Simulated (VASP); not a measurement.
# MoS2 (P6_3/mmc) in VASP: notebook

The runs below take MoS2 through single point, with PBEsol.

Program: VASP 6.6.1. These are calculated values, not measurements. Logs are shortened: lines on timing, memory, paths and dates and some standing lists are left out, and cuts for length are marked.

## Step 1: The cell of the first run

Symmetry: P6_3/mmc, No. 194, hexagonal system. Conventional cell: a = 3.047 Å, b = 3.047 Å, c = 12.570 Å, α = 90.00°, β = 90.00°, γ = 120.00°. Within 3.1 Å of Mo (site symmetry -6m2) lie 6 S at 2.35 Å and 6 Mo at 3.05 Å. S (site symmetry 3m) has 3 Mo at 2.35 Å and 7 S at 3.05 to 3.12 Å within 3.2 Å.

## Step 2: Single point, PBEsol

INCAR

```
ALGO = Normal ; EDIFF = 1E-6
ENCUT = 520 ; GGA = PS
ISIF = 2 ; ISMEAR = 1
LASPH = T ; LCHARG = F
LREAL = F ; LWAVE = F
NBANDS = 35 ; NELM = 80
PREC = Accurate ; SIGMA = 0.158
```

KPOINTS

```
k-points
0
Gamma
  12 12 2
```

POSCAR

```
MoS2
1.0
    3.0474000000      0.0000000000      0.0000000000
   -1.5237000000      2.6391258155      0.0000000000
    0.0000000000      0.0000000000     12.5702639933
Mo S
2 4
Direct
    0.3333333333      0.6666666667      0.2500000000
    0.6666666667      0.3333333333      0.7500000000
    0.3333333333      0.6666666667      0.6259932117
    0.6666666667      0.3333333333      0.1259932117
    0.3333333333      0.6666666667      0.8740067883
    0.6666666667      0.3333333333      0.3740067883
```

Potentials or basis: VASP PAW PBE potentials, release 64 (Mo_sv, S).

On the command line:

```
$ cat potpaw_PBE.64/Mo_sv/POTCAR potpaw_PBE.64/S/POTCAR > POTCAR
$ mpirun -np 1 vasp_std > vasp.out
```

OUTCAR:

```text
EDIFF = 1E-6
   ENCUT = 520
   GGA = PS
   ISIF = 2
   ISMEAR = 1
   LASPH = T
   LREAL = F
   NELM = 80
   PREC = Accurate

 ion  position               nearest neighbor table
   1  0.333  0.667  0.250-   4 2.35   6 2.35   4 2.35   6 2.35   4 2.35   6 2.35
   2  0.667  0.333  0.750-   3 2.35   5 2.35   3 2.35   5 2.35   3 2.35   5 2.35
   3  0.333  0.667  0.626-   2 2.35   2 2.35   2 2.35
   4  0.667  0.333  0.126-   1 2.35   1 2.35   1 2.35
   5  0.333  0.667  0.874-   2 2.35   2 2.35   2 2.35
   6  0.667  0.333  0.374-   1 2.35   1 2.35   1 2.35

  LATTYP: Found a hexagonal cell.
 ALAT       =     3.0474000000
 C/A-ratio  =     4.1249143510

  Lattice vectors:

 A1 = (   3.0474000000,   0.0000000000,   0.0000000000)
 A2 = (  -1.5237000000,   2.6391258155,   0.0000000000)
 A3 = (   0.0000000000,   0.0000000000,  12.5702639933)

Analysis of symmetry for initial positions (statically):
=====================================================================
 Subroutine PRICEL returns:
 Original cell was already a primitive cell.

 Routine SETGRP: Setting up the symmetry group for a
 hexagonal supercell.

 Subroutine GETGRP returns: Found 24 space group operations
 (whereof 12 operations were pure point group operations)
 out of a pool of 24 trial point group operations.

The static configuration has the point symmetry D_3d.
 The point group associated with its full space group is D_6h.

Analysis of symmetry for dynamics (positions and initial velocities):
=====================================================================
 Subroutine PRICEL returns:
 Original cell was already a primitive cell.

 Routine SETGRP: Setting up the symmetry group for a
 hexagonal supercell.

 Subroutine GETGRP returns: Found 24 space group operations
 (whereof 12 operations were pure point group operations)
 out of a pool of 24 trial point group operations.

The dynamic configuration has the point symmetry D_3d.
 The point group associated with its full space group is D_6h.

 Subroutine INISYM returns: Found 24 space group operations
 (whereof 12 operations are pure point group operations),
 and found     1 'primitive' translations

----------------------------------------------------------------------------------------

                                     Primitive cell

  volume of cell :     101.0960

  direct lattice vectors                    reciprocal lattice vectors
     3.047400000  0.000000000  0.000000000     0.328148586  0.189456674  0.000000000
    -1.523700000  2.639125815  0.000000000     0.000000000  0.378913349  0.000000000
     0.000000000  0.000000000 12.570263993     0.000000000  0.000000000  0.079552824

  length of vectors
     3.047400000  3.047400000 12.570263993     0.378913349  0.378913349  0.079552824

  position of ions in fractional coordinates (direct lattice)
     0.333333333  0.666666667  0.250000000
     0.666666667  0.333333333  0.750000000
     0.333333333  0.666666667  0.625993212
     0.666666667  0.333333333  0.125993212
     0.333333333  0.666666667  0.874006788
     0.666666667  0.333333333  0.374006788

  ion indices of the primitive-cell ions
   primitive index   ion index
                 1           1
                 2           2
                 3           3
                 4           4
                 5           5
                 6           6

----------------------------------------------------------------------------------------

 KPOINTS: k-points

Automatic generation of k-mesh.
 Grid dimensions read from file:
 generate k-points for:   12   12    2

 Generating k-lattice:

  Cartesian coordinates                     Fractional coordinates (reciprocal lattice)
     0.027345715  0.015788056  0.000000000     0.083333333 -0.000000000  0.000000000
     0.000000000  0.031576112  0.000000000     0.000000000  0.083333333  0.000000000
     0.000000000  0.000000000  0.039776412     0.000000000  0.000000000  0.500000000

  Length of vectors
     0.031576112  0.031576112  0.039776412

  Shift w.r.t. Gamma in fractional coordinates (k-lattice)
     0.000000000  0.000000000  0.000000000

 Subroutine IBZKPT returns following result:
 ===========================================

 Found     38 irreducible k-points:

 Following reciprocal coordinates:
            Coordinates               Weight
  0.000000  0.000000  0.000000      1.000000
  0.083333  0.000000  0.000000      6.000000
  0.166667  0.000000  0.000000      6.000000
  0.250000  0.000000  0.000000      6.000000
  0.333333  0.000000  0.000000      6.000000
  0.416667  0.000000  0.000000      6.000000
[... 16 lines left out ...]
  0.250000  0.000000  0.500000      6.000000
  0.333333  0.000000  0.500000      6.000000
 [... further k-points ...]
   k-points           NKPTS =     38   k-points in BZ     NKDIM =     38   number of bands    NBANDS=     35
   number of dos      NEDOS =    301   number of ions     NIONS =      6
   total plane-waves  NPLWV =  55296
   dimension x,y,z NGX =    24 NGY =   24 NGZ =   96
   dimension x,y,z NGXF=    48 NGYF=   48 NGZF=  192
   ions per type =               2   4
   NGX,Y,Z   is equivalent  to a cutoff of  13.09, 13.09, 12.70 a.u.
   NGXF,Y,Z  is equivalent  to a cutoff of  26.19, 26.19, 25.39 a.u.
 SYSTEM =  unknown system
   PREC   = accura    normal or accurate (medium, high low for compatibility)
   ISTART =      0    job   : 0-new  1-cont  2-samecut
   ICHARG =      2    charge: 1-file 2-atom 10-const
   ISPIN  =      1    spin polarized calculation?
   LNONCOLLINEAR =      F non collinear calculations
   LSORBIT =      F    spin-orbit coupling
   LASPH  =      T    aspherical Exc in radial PAW
   ENCUT  =  520.0 eV  38.22 Ry    6.18 a.u.   5.67  5.67 23.37*2*pi/ulx,y,z
   NELM   =     80;   NELMIN=  2; NELMDL= -5     # of ELM steps
   EDIFF  = 0.1E-05   stopping-criterion for ELM
   LREAL  =      F    real-space projection
[... 7 lines left out ...]
   TEBEG  =    0.0;   TEEND  =   0.0 temperature during run
   PSTRESS=    0.0 pullay stress
   NELECT =      52.0000    total number of electrons
   NUPDOWN=      -1.0000    fix difference up-down
   EMIN   =  10.00;   EMAX   =-10.00  energy-range for DOS
   EFERMI =   0.00;   METHOD = LEGACY
   ISMEAR =     1;   SIGMA  =   0.16  broadening in eV -4-tet -1-fermi 0-gaus
   EFERMI_NEDOS =   21; number of points for ismear=-14 and -15
   IALGO  =     38    algorithm
   IMIX   =      4    mixing-type and parameters
     AMIX     =   0.40;   BMIX     =  1.00
     AMIX_MAG =   1.60;   BMIX_MAG =  1.00
  volume/ion in A,a.u.               =      16.85       113.70
  Fermi-wavevector in a.u.,A,eV,Ry     =   1.311690  2.478735 23.409250  1.720531
  Thomas-Fermi vector in A             =   2.442134
   LORBIT       =      0    0 simple, 1 ext, 2 COOP (PROOUT), +10 PAW based schemes
   GGA     = PS    functional components
   LHFCALC =     F    Hartree Fock is set to
   AEXX    =    0.0000 exact exchange contribution
   IVDW    =     0    specifies the selected vdW correction
   LEPSILON=     F    determine dielectric tensor
   LRPA    =     F    only Hartree local field effects (RPA)
 non-spin polarized calculation
 Methfessel and Paxton  Order N= 1 SIGMA  =   0.16
  energy-cutoff  :      520.00
  volume of cell :      101.10
 maximum number of plane-waves:      2746
 NGX is ok and might be reduce to    24
   NGX = 11   NGY = 11   NGZ = 47

 number of electron      51.9999999 magnetization

 Free energy of the ion-electron system (eV)
  ---------------------------------------------------
  ext. energy  EPLUGINS =         0.00000000
  ---------------------------------------------------
  free energy    TOTEN  =       -46.67808243 eV

  energy without entropy =      -46.67841704  energy(sigma->0) =      -46.67819397

 E-fermi :   7.9186     XC(G=0): -11.2220

 val. band max:        7.8625210090   @ k =   0.0000   0.0000   0.0000
 cond. band min:       8.9556465751   @ k =   0.1667   0.1667   0.0000
 fundamental gap:      1.0931255661
 Fermi energy:         7.9186111627

 k-point     1 :       0.0000    0.0000    0.0000
  band No.  band energies     occupation
      1     -53.1511      2.00000
      2     -53.1511      2.00000
      3     -27.4495      2.00000
      4     -27.4494      2.00000
      5     -27.0500      2.00000
      6     -27.0500      2.00000
[... 27 lines left out ...]
     34      10.9415     -0.00000
     35      14.2600      0.00000

 k-point     2 :       0.0833    0.0000    0.0000
  band No.  band energies     occupation
      1     -53.1466      2.00000
      2     -53.1466      2.00000
      3     -27.4412      2.00000
      4     -27.4411      2.00000
      5     -27.0911      2.00000
      6     -27.0911      2.00000
[... 27 lines left out ...]
     34      10.8368     -0.00000
     35      14.8436      0.00000

 k-point     3 :       0.1667    0.0000    0.0000
  band No.  band energies     occupation
      1     -53.1343      2.00000
      2     -53.1343      2.00000
      3     -27.4185      2.00000
      4     -27.4184      2.00000
      5     -27.2020      2.00000
      6     -27.2020      2.00000
[... 27 lines left out ...]
     34      11.3291      0.00000
     35      15.7534      0.00000

 k-point     4 :       0.2500    0.0000    0.0000
  band No.  band energies     occupation
      1     -53.1173      2.00000
      2     -53.1173      2.00000
      3     -27.3873      2.00000
      4     -27.3872      2.00000
      5     -27.3507      2.00000
      6     -27.3506      2.00000
[... 27 lines left out ...]
     34      11.8188      0.00000
     35      15.7325      0.00000

 k-point     5 :       0.3333    0.0000    0.0000
  band No.  band energies     occupation
      1     -53.1003      2.00000
      2     -53.1003      2.00000
      3     -27.4962      2.00000
      4     -27.4962      2.00000
      5     -27.3559      2.00000
      6     -27.3559      2.00000
[... 638 lines left out ...]
 k-point    22 :       0.1667    0.0000    0.5000
  band No.  band energies     occupation
      1     -53.1343      2.00000
      2     -53.1343      2.00000
      3     -27.4184      2.00000
      4     -27.4184      2.00000
      5     -27.2020      2.00000
      6     -27.2020      2.00000
[... 27 lines left out ...]
     34      11.2785      0.00000
     35      15.8853      0.00000

 k-point    23 :       0.2500    0.0000    0.5000
  band No.  band energies     occupation
      1     -53.1173      2.00000
      2     -53.1173      2.00000
      3     -27.3872      2.00000
      4     -27.3872      2.00000
      5     -27.3507      2.00000
      6     -27.3507      2.00000
[... 27 lines left out ...]
     34      11.7248      0.00000
     35      15.6142      0.00000

 k-point    24 :       0.3333    0.0000    0.5000
  band No.  band energies     occupation
      1     -53.1003      2.00000
      2     -53.1003      2.00000
      3     -27.4962      2.00000
      4     -27.4962      2.00000
      5     -27.3559      2.00000
      6     -27.3559      2.00000
[... 27 lines left out ...]
     34      12.0194      0.00000
     35      14.9162      0.00000

 [... further k-points ...]
[... 5 lines left out ...]
  --------------------------------------------------------------------------------------
  -------------------------------------------------------------------------------------
  Total        7.5407353      7.5407353      4.4553223     -0.0000000      0.0000000      0.0000000
  in kB      119.5061678    119.5061678     70.6082990     -0.0000000      0.0000000      0.0000000
  external PRESSURE =     103.2068782 kB  Pullay stress =       0.0000000 kB

 VOLUME and BASIS-vectors are now :
 -----------------------------------------------------------------------------
  energy-cutoff  :      520.00
  volume of cell :      101.10
      direct lattice vectors                 reciprocal lattice vectors
     3.047400000  0.000000000  0.000000000     0.328148586  0.189456674  0.000000000
    -1.523700000  2.639125815  0.000000000     0.000000000  0.378913349  0.000000000
     0.000000000  0.000000000 12.570263993     0.000000000  0.000000000  0.079552824

 POSITION                                       TOTAL-FORCE (eV/Angst)
 -----------------------------------------------------------------------------------
     -0.00000      1.75942      3.14257        -0.000000      0.000000      0.000000
      1.52370      0.87971      9.42770         0.000000      0.000000      0.000000
     -0.00000      1.75942      7.86890        -0.000000     -0.000000     -0.705327
      1.52370      0.87971      1.58377         0.000000     -0.000000     -0.705327
     -0.00000      1.75942     10.98650        -0.000000      0.000000      0.705327
      1.52370      0.87971      4.70136         0.000000      0.000000      0.705327
 -----------------------------------------------------------------------------------
    total drift:                               -0.000000      0.000000     -0.000000

  FREE ENERGIE OF THE ION-ELECTRON SYSTEM (eV)
  ---------------------------------------------------
  free  energy   TOTEN  =       -46.6780824334 eV

  energy  without entropy=      -46.6784170392  energy(sigma->0) =      -46.67819397
```

Wall time 3.4 min (1 thread of AMD EPYC 7R13, shared host); peak memory 0.25 GiB.

Results:

| Item | Value |
| --- | --- |
| Free energy | -46.6781 eV |
| Pressure | 10.3 GPa |
| Largest force | 0.705 eV/Å |
| Band gap on the k mesh | 1.09 eV (least direct gap 2.07 eV) |

Forces in eV/Å, atoms in the order of the input:
```
Mo   0.000  0.000  0.000
Mo   0.000  0.000  0.000
S    0.000  0.000 -0.705
S    0.000  0.000 -0.705
S    0.000  0.000  0.705
S    0.000  0.000  0.705
```

Caveat: the cell stands under pressure; the PAW data sets were made with another functional, which shifts forces and pressure a little; this functional lacks dispersion, which binds layers or chains, so the pressure and a relaxed spacing across them are unreliable. A k mesh can miss the band edges.

[end of part 1 of 2]
